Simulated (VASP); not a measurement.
# WS2 (Tungstenite) (R3m) in VASP: notebook, part 2 of 2

VASP 6.6.1. The steps go on from the part before.

### 3 Single point, LDA (volume scaled by 1.02)

File INCAR:

```
SYSTEM = WS2
  ALGO = Normal
  EDIFF = 1E-7
  ENCUT = 520
  ISIF = 2
  ISMEAR = -1
  LASPH = .True.
  LCHARG = .True.
  LELF = .True.
  LREAL = .False.
  LVHAR = .True.
  LWAVE = .False.
  NBANDS = 20
  NELM = 100
  PREC = Accurate
  SIGMA = 0.05
```

File KPOINTS:

```
k-points
0
Gamma
  10 10 10
  0 0 0
```

File POSCAR:

```
WS2
1.0
    1.5894572584      0.9176735760      6.2041512999
   -1.5894572584      0.9176735760      6.2041512999
    0.0000000000     -1.8353471520      6.2041512999
W S
1 2
Direct
    0.0000000000      0.0000000000      0.0000000000
    0.5810000000      0.5810000000      0.5810000000
    0.7503000000      0.7503000000      0.7503000000
```

Potentials or basis: VASP PAW LDA potentials, release 64 (W_sv, S).

On the command line:

```sh
$ cat potpaw_LDA.64/W_sv/POTCAR potpaw_LDA.64/S/POTCAR > POTCAR
$ mpirun -np 1 vasp_std > vasp.out
```

OUTCAR:

```text
SYSTEM = WS2
   EDIFF = 1E-7
   ENCUT = 520
   ISIF = 2
   ISMEAR = -1
   LASPH = .True.
   LREAL = .False.
   NELM = 100
   PREC = Accurate

 ion  position               nearest neighbor table
   1  0.000  0.000  0.000-   3 2.41   3 2.41   3 2.41   2 2.43   2 2.43   2 2.43
   2  0.581  0.581  0.581-   1 2.43   1 2.43   1 2.43
   3  0.750  0.750  0.750-   1 2.41   1 2.41   1 2.41

  LATTYP: Found a trigonal (rhomboedric) cell.
 ALAT       =     6.4699298698
 COS(alpha) =     0.8792940837

  Lattice vectors:

 A1 = (   1.5894572584,   0.9176735760,   6.2041512999)
 A2 = (  -1.5894572584,   0.9176735760,   6.2041512999)
 A3 = (   0.0000000000,  -1.8353471520,   6.2041512999)

Analysis of symmetry for initial positions (statically):
=====================================================================
 Subroutine PRICEL returns:
 Original cell was already a primitive cell.

 Routine SETGRP: Setting up the symmetry group for a
 trigonal (rhombohedral) supercell.

 Subroutine GETGRP returns: Found  6 space group operations
 (whereof  6 operations were pure point group operations)
 out of a pool of 12 trial point group operations.

The static configuration has the point symmetry C_3v.

Analysis of symmetry for dynamics (positions and initial velocities):
=====================================================================
 Subroutine PRICEL returns:
 Original cell was already a primitive cell.

 Routine SETGRP: Setting up the symmetry group for a
 trigonal (rhombohedral) supercell.

 Subroutine GETGRP returns: Found  6 space group operations
 (whereof  6 operations were pure point group operations)
 out of a pool of 12 trial point group operations.

The dynamic configuration has the point symmetry C_3v.

 Subroutine INISYM returns: Found  6 space group operations
 (whereof  6 operations are pure point group operations),
 and found     1 'primitive' translations

----------------------------------------------------------------------------------------

                                     Primitive cell

  volume of cell :      54.2964

  direct lattice vectors                    reciprocal lattice vectors
     1.589457258  0.917673576  6.204151300     0.314572787  0.181618683  0.053727467
    -1.589457258  0.917673576  6.204151300    -0.314572787  0.181618683  0.053727467
     0.000000000 -1.835347152  6.204151300     0.000000000 -0.363237367  0.053727467

  length of vectors
     6.469929870  6.469929870  6.469929870     0.367189359  0.367189359  0.367189359

  position of ions in fractional coordinates (direct lattice)
     0.000000000  0.000000000  0.000000000
     0.581000000  0.581000000  0.581000000
     0.750300000  0.750300000  0.750300000

  ion indices of the primitive-cell ions
   primitive index   ion index
                 1           1
                 2           2
                 3           3

----------------------------------------------------------------------------------------

 KPOINTS: k-points

Automatic generation of k-mesh.
 Grid dimensions read from file:
 generate k-points for:   10   10   10

 Generating k-lattice:

  Cartesian coordinates                     Fractional coordinates (reciprocal lattice)
     0.031457279  0.018161868  0.005372747     0.100000000 -0.000000000  0.000000000
    -0.031457279  0.018161868  0.005372747    -0.000000000  0.100000000  0.000000000
     0.000000000 -0.036323737  0.005372747     0.000000000  0.000000000  0.100000000

  Length of vectors
     0.036718936  0.036718936  0.036718936

  Shift w.r.t. Gamma in fractional coordinates (k-lattice)
     0.000000000  0.000000000  0.000000000

 Subroutine IBZKPT returns following result:
 ===========================================

 Found    116 irreducible k-points:

 Following reciprocal coordinates:
            Coordinates               Weight
  0.000000  0.000000  0.000000      1.000000
  0.100000  0.000000  0.000000      6.000000
  0.200000  0.000000  0.000000      6.000000
  0.300000 -0.000000 -0.000000      6.000000
  0.400000  0.000000 -0.000000      6.000000
  0.500000  0.000000 -0.000000      3.000000
[... 16 lines left out ...]
  0.300000  0.300000 -0.000000      6.000000
  0.400000  0.300000 -0.000000     12.000000
 [... further k-points ...]
   k-points           NKPTS =    116   k-points in BZ     NKDIM =    116   number of bands    NBANDS=     20
   number of dos      NEDOS =    301   number of ions     NIONS =      3
   total plane-waves  NPLWV = 110592
   dimension x,y,z NGX =    48 NGY =   48 NGZ =   48
   dimension x,y,z NGXF=    96 NGYF=   96 NGZF=   96
   ions per type =               1   2
   NGX,Y,Z   is equivalent  to a cutoff of  12.33, 12.33, 12.33 a.u.
   NGXF,Y,Z  is equivalent  to a cutoff of  24.67, 24.67, 24.67 a.u.
 SYSTEM =  WS2
   PREC   = accura    normal or accurate (medium, high low for compatibility)
   ISTART =      0    job   : 0-new  1-cont  2-samecut
   ICHARG =      2    charge: 1-file 2-atom 10-const
   ISPIN  =      1    spin polarized calculation?
   LNONCOLLINEAR =      F non collinear calculations
   LSORBIT =      F    spin-orbit coupling
   LASPH  =      T    aspherical Exc in radial PAW
   ENCUT  =  520.0 eV  38.22 Ry    6.18 a.u.  12.03 12.03 12.03*2*pi/ulx,y,z
   NELM   =    100;   NELMIN=  2; NELMDL= -5     # of ELM steps
   EDIFF  = 0.1E-06   stopping-criterion for ELM
   LREAL  =      F    real-space projection
   EDIFFG = 0.1E-05   stopping-criterion for IOM
   NSW    =      0    number of steps for IOM
   IBRION =     -1    ionic relax: 0-MD 1-quasi-New 2-CG
   NFREE  =      0    steps in history (QN), initial steepest desc. (CG)
   ISIF   =      2    stress and relaxation
   ISYM   =      2    0-nonsym 1-usesym 2-fastsym
   POTIM  = 0.5000    time-step for ionic-motion
   TEBEG  =    0.0;   TEEND  =   0.0 temperature during run
   PSTRESS=    0.0 pullay stress
   NELECT =      26.0000    total number of electrons
   NUPDOWN=      -1.0000    fix difference up-down
   EMIN   =  10.00;   EMAX   =-10.00  energy-range for DOS
   EFERMI =   0.00;   METHOD = LEGACY
   ISMEAR =    -1;   SIGMA  =   0.05  broadening in eV -4-tet -1-fermi 0-gaus
   EFERMI_NEDOS =   21; number of points for ismear=-14 and -15
   IALGO  =     38    algorithm
   IMIX   =      4    mixing-type and parameters
     AMIX     =   0.40;   BMIX     =  1.00
     AMIX_MAG =   1.60;   BMIX_MAG =  1.00
  volume/ion in A,a.u.               =      18.10       122.14
  Fermi-wavevector in a.u.,A,eV,Ry     =   1.280783  2.420330 22.319082  1.640406
  Thomas-Fermi vector in A             =   2.413191
   LORBIT       =      0    0 simple, 1 ext, 2 COOP (PROOUT), +10 PAW based schemes
   GGA     = CA    functional components
   LHFCALC =     F    Hartree Fock is set to
   AEXX    =    0.0000 exact exchange contribution
   IVDW    =     0    specifies the selected vdW correction
   LEPSILON=     F    determine dielectric tensor
   LRPA    =     F    only Hartree local field effects (RPA)
 non-spin polarized calculation
  energy-cutoff  :      520.00
  volume of cell :       54.30
 maximum number of plane-waves:      1480
   NGX = 23   NGY = 23   NGZ = 23

 number of electron      26.0000002 magnetization

 Free energy of the ion-electron system (eV)
  ---------------------------------------------------
  ext. energy  EPLUGINS =         0.00000000
  ---------------------------------------------------
  free energy    TOTEN  =       -26.20990861 eV

  energy without entropy =      -26.20990814  energy(sigma->0) =      -26.20990838

 E-fermi :   7.5357     XC(G=0): -11.1435

 val. band max:        7.0786050098   @ k =   0.5000   0.5000   0.5000
 cond. band min:       8.0917762139   @ k =  -0.2000   0.2000   0.0000
 fundamental gap:      1.0131712041
 Fermi energy:         7.5356955844

 k-point     1 :       0.0000    0.0000    0.0000
  band No.  band energies     occupation
      1     -67.1268      2.00000
      2     -31.6339      2.00000
      3     -31.4643      2.00000
      4     -31.4643      2.00000
      5      -8.3370      2.00000
      6      -6.3978      2.00000
[... 12 lines left out ...]
     19      14.7766      0.00000
     20      15.3873      0.00000

 k-point     2 :       0.1000    0.0000    0.0000
  band No.  band energies     occupation
      1     -67.1251      2.00000
      2     -31.6279      2.00000
      3     -31.4977      2.00000
      4     -31.4721      2.00000
      5      -8.1696      2.00000
      6      -6.3490      2.00000
[... 498 lines left out ...]
 k-point    24 :       0.4000    0.3000   -0.0000
  band No.  band energies     occupation
      1     -67.1123      2.00000
      2     -31.7338      2.00000
      3     -31.5820      2.00000
      4     -31.5457      2.00000
      5      -6.5689      2.00000
      6      -5.9754      2.00000
[... 12 lines left out ...]
     19      14.3115      0.00000
     20      15.4825      0.00000

 [... further k-points ...]
[... 5 lines left out ...]
  --------------------------------------------------------------------------------------
  -------------------------------------------------------------------------------------
  Total       -2.1765511     -2.1765511     -2.1160652      0.0000000      0.0000000      0.0000000
  in kB      -64.2256832    -64.2256832    -62.4408663      0.0000000      0.0000000      0.0000000
  external PRESSURE =     -63.6307443 kB  Pullay stress =       0.0000000 kB

 VOLUME and BASIS-vectors are now :
 -----------------------------------------------------------------------------
  energy-cutoff  :      520.00
  volume of cell :       54.30
      direct lattice vectors                 reciprocal lattice vectors
     1.589457258  0.917673576  6.204151300     0.314572787  0.181618683  0.053727467
    -1.589457258  0.917673576  6.204151300    -0.314572787  0.181618683  0.053727467
     0.000000000 -1.835347152  6.204151300     0.000000000 -0.363237367  0.053727467

 POSITION                                       TOTAL-FORCE (eV/Angst)
 -----------------------------------------------------------------------------------
      0.00000      0.00000      0.00000         0.000000     -0.000000     -0.560263
      0.00000      0.00000     10.81384         0.000000      0.000000      0.842817
      0.00000      0.00000     13.96492         0.000000     -0.000000     -0.282554
 -----------------------------------------------------------------------------------
    total drift:                                0.000000      0.000000      0.000013

  FREE ENERGIE OF THE ION-ELECTRON SYSTEM (eV)
  ---------------------------------------------------
  free  energy   TOTEN  =       -26.2099086140 eV

  energy  without entropy=      -26.2099081444  energy(sigma->0) =      -26.20990838
```

Wall time 6.6 min (1 thread of Intel Xeon Platinum 8259CL at 2.50GHz (Skylake/Cascade Lake), shared host); peak memory 0.33 GiB.

Results:

| Property | Result |
| --- | --- |
| Free energy | -26.2099 eV |
| Pressure | -6.4 GPa |
| Largest force | 0.843 eV/Å |
| Band gap on the k mesh | 1.01 eV, indirect (least direct gap 2.17 eV) |

Forces on the atoms (eV/Å):
```
W    0.000  0.000 -0.560
S    0.000  0.000  0.843
S    0.000  0.000 -0.283
```

Stress tensor (GPa, compression positive):
```
-6.42  0.00  0.00
 0.00 -6.42  0.00
 0.00  0.00 -6.24
```

Levels at points of the mesh, in eV from the valence-band top:
| k point | band 10 | band 11 | band 12 | band 13 | band 14 | band 15 | band 16 | band 17 |
| --- | --- | --- | --- | --- | --- | --- | --- | --- |
| (0.00, 0.00, 0.00) | -2.23 | -2.23 | -1.51 | -1.18 | 2.15 | 2.15 | 2.48 | 2.48 |
| (0.50, 0.00, 0.00) | -4.06 | -2.51 | -1.75 | -1.66 | 2.21 | 2.51 | 3.53 | 3.78 |
| (0.50, 0.50, 0.00) | -3.98 | -3.10 | -1.95 | -1.48 | 2.17 | 2.62 | 3.13 | 4.26 |
| (0.50, 0.50, 0.50) | -3.46 | -2.20 | -2.20 | 0.00 | 2.26 | 2.26 | 2.33 | 2.33 |

Caveat: spin-orbit coupling is left out, which moves the levels of the heavy elements. A k mesh can miss the band edges.
